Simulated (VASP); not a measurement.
Input of a VASP 6.6.1 run:

The input INCAR:

```
SYSTEM = Ti
PREC = Accurate ; ENCUT = 600
EDIFF = 1E-6 ; ISMEAR = -1
SIGMA = 0.05 ; LREAL = .FALSE.
LASPH = .TRUE. ; NELM = 80
ALGO = Normal ; ISIF = 3
LWAVE = .FALSE. ; LCHARG = .FALSE.
GGA = PE ; IBRION = 2
NSW = 60 ; EDIFFG = -0.01
PSTRESS = 50.0
```

File KPOINTS:

```
Automatic mesh
0
G
  10 10 6
  0 0 0
```

POSCAR

```
Ti
1.0
    2.9500000000      0.0000000000      0.0000000000
   -1.4750000000      2.5547749412      0.0000000000
    0.0000000000      0.0000000000      4.6800000000
Ti
2
Direct
    0.6666666667      0.3333333333      0.7500000000
    0.3333333333      0.6666666667      0.2500000000
```

Potentials or basis: VASP PAW PBE potentials, release 64 (Ti_sv).

Command:

```sh
$ cat potpaw_PBE.64/Ti_sv/POTCAR > POTCAR
$ mpirun -np 1 vasp_std > vasp.out
```

Problem. Estimate the relaxed cell.

Solution. a = 2.899 Å, b = 2.899 Å, c = 4.576 Å, α = 90.00°, β = 90.00°, γ = 120.00°.

Problem. Predict the relaxed volume.

Solution. 16.66 Å³/atom.

Problem. Predict the space group after relaxing (to 0.05 Å).

Solution. P6_3/mmc (No. 194).

Problem. What does it give for the band gap on the k mesh?

Solution. Zero (band 12 reaches 9.58 eV, above the bottom of band 13 at 8.58 eV).

Final structure:
```cif
data_structure
_symmetry_space_group_name_H-M 'P 1'
_symmetry_Int_Tables_number 1
_cell_length_a 2.8991
_cell_length_b 2.8991
_cell_length_c 4.5765
_cell_angle_alpha 90.000
_cell_angle_beta 90.000
_cell_angle_gamma 120.000
_cell_volume 33.31
loop_
_atom_site_label
_atom_site_type_symbol
_atom_site_fract_x
_atom_site_fract_y
_atom_site_fract_z
_atom_site_occupancy
Ti1 Ti 0.66667 0.33333 0.75000 1
Ti2 Ti 0.33333 0.66667 0.25000 1
```

Caveat: the cell is relaxed towards a set pressure, so the enthalpy falls and the energy may rise.
